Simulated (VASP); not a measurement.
Rb3Zn, 4 atoms in the cell. The structure is tetragonal, space group I4/mmm (No. 139). The conventional cell has a = 6.151 Å, b = 6.151 Å, c = 12.377 Å, α = 90.00°, β = 90.00°, γ = 90.00°. Within 5.7 Å of Rb (site symmetry 4/mmm) lie 4 Zn at 4.35 Å and 8 Rb at 4.36 Å. Rb (site symmetry -4m2) has 8 Rb at 4.35 to 4.36 Å and 4 Zn at 4.36 Å within 5.7 Å. Within 5.7 Å of Zn (site symmetry 4/mmm) lie 12 Rb at 4.35 to 4.36 Å. 

- Program: VASP 6.6.1
- Task: single point
- Functional: PBE
- Potentials or basis: VASP PAW PBE potentials, release 64 (Rb_sv, Zn)
- Cutoff: 520 eV
- k mesh: 6 × 6 × 6
- Occupations: fermi-dirac, width 0.05 eV
- Spin: no spin polarisation
- Dipole correction: no
- Further INCAR settings: ALGO = Fast; EDIFF = 1e-07; NBANDS = 28

Potentials or basis: VASP PAW PBE potentials, release 64 (Rb_sv, Zn).

Launch:

```sh
$ cat potpaw_PBE.64/Rb_sv/POTCAR potpaw_PBE.64/Zn/POTCAR > POTCAR
$ mpirun -np 1 vasp_std > vasp.out
```

Hardware: 1 thread of Oxide Virtual Turin-like Processor, with other jobs on the host.

Q: Estimate the wall time of this run.

A: Run time: 9.4 min on 1 thread of Oxide Virtual Turin-like Processor, on a shared host, peak memory 0.48 GiB. Counts: scf iterations 19, k points 30.
